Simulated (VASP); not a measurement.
# NaI (Fm-3m) in VASP: further runs, part 2 of 2

VASP 6.6.1.

### 6 Single point, r2SCAN (34.70 Å³/atom)

This run uses another cell than the first one, of 34.70 Å³/atom.

POSCAR reads:

```
NaI
1.0
    0.0000000000      3.2617000699      3.2617000699
    3.2617000699      0.0000000000      3.2617000699
    3.2617000699      3.2617000699      0.0000000000
Na I
1 1
Direct
    0.0000000000      0.0000000000      0.0000000000
    0.5000000000      0.5000000000      0.5000000000
```

INCAR.step1 reads:

```
SYSTEM = NaI
PREC     = Accurate       ! precision mode
ENCUT    = 520            ! plane-wave cutoff, eV
ISMEAR   = 0              ! smearing method
SIGMA    = 0.01           ! smearing width, eV
LREAL    = .False.        ! projectors in reciprocal space
LASPH    = .True.         ! aspherical terms in the spheres
NELM     = 100            ! most SCF steps
NBANDS   = 14             ! bands
GGA      = PE             ! functional
ALGO     = Normal         ! electronic algorithm
EDIFF    = 1E-4           ! SCF threshold, eV
LWAVE    = .True.         ! write WAVECAR
LCHARG   = .False.        ! write CHGCAR
```

INCAR.step2 reads:

```
SYSTEM = NaI
PREC     = Accurate       ! precision mode
ENCUT    = 520            ! plane-wave cutoff, eV
EDIFF    = 1E-6           ! SCF threshold, eV
ISMEAR   = 0              ! smearing method
SIGMA    = 0.01           ! smearing width, eV
LREAL    = .False.        ! projectors in reciprocal space
LASPH    = .True.         ! aspherical terms in the spheres
NELM     = 100            ! most SCF steps
ALGO     = Normal         ! electronic algorithm
ISIF     = 2              ! what is computed and relaxed
LWAVE    = .False.        ! write WAVECAR
LCHARG   = .True.         ! write CHGCAR
METAGGA  = R2SCAN         ! meta-GGA
LMIXTAU  = .True.       
LELF     = .True.         ! ELF
LVHAR    = .True.       
NBANDS   = 14             ! bands
ISTART   = 1
```

KPOINTS reads:

```
regular mesh
0
Gamma
  6 6 6
  0 0 0
```

Potentials or basis: VASP PAW PBE potentials, release 64 (Na_pv, I).

The run is started by

```sh
$ cat potpaw_PBE.64/Na_pv/POTCAR potpaw_PBE.64/I/POTCAR > POTCAR
$ cp INCAR.step1 INCAR
$ mpirun -np 1 vasp_std > vasp.out
$ cp INCAR.step2 INCAR
$ mpirun -np 1 vasp_std > vasp.out
```

OUTCAR:

```text
SYSTEM = NaI
   PREC = Accurate
   ENCUT = 520
   EDIFF = 1E-6
   ISMEAR = 0
   LREAL = .False.
   LASPH = .True.
   NELM = 100
   ISIF = 2
   METAGGA = R2SCAN
   ISTART = 1

 ion  position               nearest neighbor table
   1  0.000  0.000  0.000-
   2  0.500  0.500  0.500-

  LATTYP: Found a face centered cubic cell.
 ALAT       =     6.5234001398

  Lattice vectors:

 A1 = (   0.0000000000,   3.2617000699,   3.2617000699)
 A2 = (   3.2617000699,   0.0000000000,   3.2617000699)
 A3 = (   3.2617000699,   3.2617000699,   0.0000000000)

Analysis of symmetry for initial positions (statically):
=====================================================================
 Subroutine PRICEL returns:
 Original cell was already a primitive cell.

 Routine SETGRP: Setting up the symmetry group for a
 face centered cubic supercell.

 Subroutine GETGRP returns: Found 48 space group operations
 (whereof 48 operations were pure point group operations)
 out of a pool of 48 trial point group operations.

[... 164 lines left out ...]
      2     -22.9569      2.00000
      3     -22.9569      2.00000
      4     -10.9652      2.00000
      5       0.3199      2.00000
      6       0.3199      2.00000
      7       0.3199      2.00000
      8       4.6884      0.00000
      9       8.7939      0.00000
     10       8.7939      0.00000
     11       8.7939      0.00000
     12      10.6090      0.00000
     13      10.6090      0.00000
     14      11.4077      0.00000
[... 241 lines left out ...]
      1     -22.9598      2.00000
      2     -22.9588      2.00000
      3     -22.9584      2.00000
      4     -10.5699      2.00000
      5      -1.3077      2.00000
      6      -0.7549      2.00000
      7      -0.5291      2.00000
      8       6.3739      0.00000
      9       7.3363      0.00000
     10       9.4717      0.00000
     11       9.6303      0.00000
     12      12.7630      0.00000
     13      13.5507      0.00000
     14      13.5813      0.00000

------------------------ aborting loop because EDIFF is reached ----------------------------------------

  FORCE on cell =-STRESS in cart. coord.  units (eV):
  Direction    XX          YY          ZZ          XY          YZ          ZX
  --------------------------------------------------------------------------------------
  -------------------------------------------------------------------------------------
  Total       -0.2273113     -0.2273113     -0.2273113      0.0000000     -0.0000000      0.0000000
  in kB       -5.2477066     -5.2477066     -5.2477066      0.0000000     -0.0000000      0.0000000
  external PRESSURE =      -5.2477066 kB  Pullay stress =       0.0000000 kB

 VOLUME and BASIS-vectors are now :
 -----------------------------------------------------------------------------
  energy-cutoff  :      520.00
  volume of cell :       69.40
      direct lattice vectors                 reciprocal lattice vectors
     0.000000000  3.261700070  3.261700070    -0.153294291  0.153294291  0.153294291
     3.261700070  0.000000000  3.261700070     0.153294291 -0.153294291  0.153294291
     3.261700070  3.261700070  0.000000000     0.153294291  0.153294291 -0.153294291

 POSITION                                       TOTAL-FORCE (eV/Angst)
 -----------------------------------------------------------------------------------
      0.00000      0.00000      0.00000         0.000000      0.000000     -0.000000
      3.26170      3.26170      3.26170        -0.000000     -0.000000      0.000000
 -----------------------------------------------------------------------------------
    total drift:                                0.000000      0.000000      0.000000

  FREE ENERGIE OF THE ION-ELECTRON SYSTEM (eV)
  ---------------------------------------------------
  free  energy   TOTEN  =       -31.0817257085 eV

  energy  without entropy=      -31.0817257085  energy(sigma->0) =      -31.08172571
```

OUTCAR.step1:

```text
SYSTEM = NaI
   PREC = Accurate
   ENCUT = 520
   ISMEAR = 0
   LREAL = .False.
   LASPH = .True.
[... 483 lines left out ...]
      0.00000      0.00000      0.00000        -0.000000      0.000000     -0.000000
      3.26170      3.26170      3.26170         0.000000     -0.000000      0.000000
 -----------------------------------------------------------------------------------
    total drift:                                0.000000      0.000000      0.000000

  FREE ENERGIE OF THE ION-ELECTRON SYSTEM (eV)
  ---------------------------------------------------
  free  energy   TOTEN  =        -5.3873737673 eV

  energy  without entropy=       -5.3873737673  energy(sigma->0) =       -5.38737377
```

It took 1.8 min on 1 thread of Intel Xeon 8259CL, shared host; peak memory 0.21 GiB.

Results:

```
Free energy            : -31.0817 eV
Pressure               : -0.5 GPa
Band gap on the k mesh : 4.37 eV
```

Caveat: the PAW data sets were made with another functional, which shifts forces and pressure a little; spin-orbit coupling is left out, which moves the levels of the heavy elements.

### 7 The runs side by side

| level | cell | gap on the mesh (eV) | pressure (GPa) |
| --- | --- | --- | --- |
| PBE | a = 4.704 Å, angles 60.0°, 2 atoms | 3.44 | -0.7 |
| r2SCAN | a = 4.474 Å, angles 60.0°, 2 atoms | 4.66 | 1.2 |
| r2SCAN | a = 4.521 Å, angles 60.0°, 2 atoms | 4.55 | 0.5 |
| r2SCAN | a = 4.568 Å, angles 60.0°, 2 atoms | 4.46 | -0.1 |
| r2SCAN | a = 4.613 Å, angles 60.0°, 2 atoms | 4.37 | -0.5 |

Alike in all rows: task single point; potentials or basis VASP PAW PBE potentials, release 64 (Na_pv, I); no spin polarisation; k mesh 6 × 6 × 6; cutoff (eV) 520; smearing gaussian 0.01 eV.

Caveats: spin-orbit coupling is left out, which moves the levels of the heavy elements; the PAW data sets were made with another functional, which shifts forces and pressure a little (at least some runs).

Total energies depend on the potentials used, so only differences within one code and one set of settings carry meaning.
